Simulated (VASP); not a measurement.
Write the native input for VASP 6.6.1 that does the following.

* Task: single point
* Functional: r2SCAN
* Potentials or basis: VASP PAW PBE potentials, release 64 (Zn, Cu)
* Cutoff: 660 eV
* k mesh: 9 × 9 × 9
* Occupations: fermi-dirac, width 0.05 eV
* Spin: no spin polarisation
* Dipole correction: no
* Further INCAR settings: ALGO = Normal; EDIFF = 1e-06; NBANDS = 18

ZnCu:

```xyz
2
Lattice="2.9252 0.0000 0.0000 0.0000 2.9252 0.0000 0.0000 0.0000 2.9252" Properties=species:S:1:pos:R:3 pbc="T T T"
Zn    1.4626    1.4626    1.4626
Cu    0.0000    0.0000    0.0000
```

One way to write it, as run:

POSCAR

```
ZnCu
1.0
    2.9252343038      0.0000000000      0.0000000000
    0.0000000000      2.9252343038      0.0000000000
    0.0000000000      0.0000000000      2.9252343038
Zn Cu
1 1
Direct
    0.5000000000      0.5000000000      0.5000000000
    0.0000000000      0.0000000000      0.0000000000
```

INCAR.step1

```
PREC = Accurate
ENCUT = 660
ISMEAR = -1
SIGMA = 0.05
LREAL = F
LASPH = T
NELM = 120
NBANDS = 18
GGA = PE
ALGO = Normal
EDIFF = 1E-5
LWAVE = T
LCHARG = F
GGA_COMPAT = F
```

INCAR.step2

```
PREC = Accurate
ENCUT = 660
EDIFF = 1E-6
ISMEAR = -1
SIGMA = 0.05
LREAL = F
LASPH = T
NELM = 120
ALGO = Normal
ISIF = 2
LWAVE = F
LCHARG = F
METAGGA = R2SCAN
LMIXTAU = T
NBANDS = 18
ISTART = 1
GGA_COMPAT = F
```

KPOINTS

```
Automatic mesh
0
Gamma
  9 9 9
```

Potentials or basis: VASP PAW PBE potentials, release 64 (Zn, Cu).

Run with:

```sh
$ cat potpaw_PBE.64/Zn/POTCAR potpaw_PBE.64/Cu/POTCAR > POTCAR
$ cp INCAR.step1 INCAR
$ mpirun -np 1 vasp_std > vasp.out
$ cp INCAR.step2 INCAR
$ mpirun -np 1 vasp_std > vasp.out
```

It gave:

```json
{
 "Pressure": "-0.1 GPa"
}
```

Caveat: the PAW data sets were made with another functional, which shifts forces and pressure a little.

Run time: 43 s on 1 thread of Intel(R) Xeon(R) 6975P-C (Granite Rapids) (shared host), peak memory 0.17 GiB.
